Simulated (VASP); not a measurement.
## LaHg2: single point with LDA

LaHg2:

```xyz
3
Lattice="4.9580 0.0000 0.0000 -2.4790 4.2938 0.0000 0.0000 0.0000 3.7128" Properties=species:S:1:pos:R:3 pbc="T T T"
La    0.0000    0.0000    0.0000
Hg    0.0000    2.8625    1.8564
Hg    2.4790    1.4313    1.8564
```

This cell differs from its parent crystal: zz strain of +2 %.

```
Program             : VASP 6.6.1
Task                : single point
Functional          : LDA
Potentials or basis : VASP PAW LDA potentials, release 64 (La, Hg)
Cutoff              : 520 eV
k mesh              : 8 × 8 × 9
Occupations         : fermi-dirac, width 0.08 eV
Spin                : no spin polarisation
```

```
Pressure : -3.4 GPa
```

Stress tensor (GPa, compression positive):
```
-2.90  0.00  0.00
 0.00 -2.90  0.00
 0.00  0.00 -4.31
```

Levels at points of the mesh, in eV from the Fermi level:
| k point | band 14 | band 15 | band 16 | band 17 | band 18 | band 19 | band 20 | band 21 |
| --- | --- | --- | --- | --- | --- | --- | --- | --- |
| (0.00, 0.00, 0.00) | -6.81 | -6.81 | -0.93 | -0.93 | -0.37 | -0.14 | 1.34 | 1.34 |
| (0.50, 0.00, 0.00) | -6.55 | -5.28 | -5.10 | -0.37 | -0.08 | 1.34 | 1.39 | 1.49 |

It took 94 s on 1 thread of Intel(R) Xeon(R) Platinum 8488C (Sapphire Rapids), with other jobs on the host, peak memory 0.24 GiB.

Caveat: the cell differs from its parent crystal (zz strain of +2 %); spin-orbit coupling is left out, which moves the levels of the heavy elements.
